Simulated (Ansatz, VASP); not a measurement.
## Mg: VASP beside Ansatz

The input INCAR:

```
PREC     = Accurate       # precision mode
ENCUT    = 520            # plane-wave cutoff, eV
EDIFF    = 1E-6           # SCF threshold, eV
ISMEAR   = 1              # smearing method
SIGMA    = 0.3            # smearing width, eV
LREAL    = F              # projectors in reciprocal space
LASPH    = T              # aspherical terms in the spheres
NELM     = 60             # most SCF steps
ALGO     = Normal         # electronic algorithm
ISIF     = 2              # what is computed and relaxed
LWAVE    = F              # write WAVECAR
LCHARG   = T              # write CHGCAR
GGA      = PE             # functional
LELF     = T              # ELF
LVHAR    = T            
NBANDS   = 9              # bands
```

The input KPOINTS:

```
regular mesh
0
Gamma
  7 7 4
```

POSCAR

```
Mg
1.0
    3.2093000000      0.0000000000      0.0000000000
   -1.6046500000      2.7793400000      0.0000000000
    0.0000000000      0.0000000000      5.2103000000
Mg
2
Direct
    0.3261400000      0.6596100000      0.2467300000
    0.6633600000      0.3421200000      0.7494500000
```

Input for Ansatz:

```yaml
crystal:
  lattice:
    - [3.2093, 0.0, 0.0]
    - [-1.60465, 2.77934, 0.0]
    - [0.0, 0.0, 5.2103]
  atoms:
    - { symbol: Mg, position: [0.32614, 0.65961, 0.24673] }
    - { symbol: Mg, position: [0.66336, 0.34212, 0.74945] }
basis:
  ecutwfc: 540.0
  xc_grid: 2
kpoints:
  mp_grid:
    grid: [7, 7, 4]
hamiltonian:
  xc: pbe
scf:
  convergence:
    dr2_threshold: 1.0e-09
  occupations:
    method: cold
    width: 0.3
output:
  forces: true
  stress: true
```

Alike in both runs: task single point; functional PBE; k mesh 7 × 7 × 4; no spin polarisation.

```csv
,VASP,Ansatz
version,VASP 6.6.1,Ansatz 0.2.0
potentials or method,"VASP PAW PBE potentials, release 64 (Mg), cutoff 520 eV","plane waves, PAW"
occupations,"methfessel-paxton of order 1, width 0.3 eV","cold, width 0.3 eV"
valence electrons in the cell,4,20
```

Ansatz gave:

| Quantity | Value |
| --- | --- |
| pressure (GPa) | -0.3 |
| traceless stress, the component that is largest in VASP (GPa) | 1.77 |
| rms of the force components (eV/Å) | 0.031 |

Estimate VASP's values.

pressure (GPa): -0.4; traceless stress, the component that is largest in VASP (GPa): 1.90; rms of the force components (eV/Å): 0.031.

Atom by atom the forces differ by 0.001 eV/Å (rms over components). VASP's potentials hold 4 valence electrons a cell and Ansatz's 20, so a difference there can come from the potentials and not from the codes. Ansatz's warnings: stress scf threshold loose.
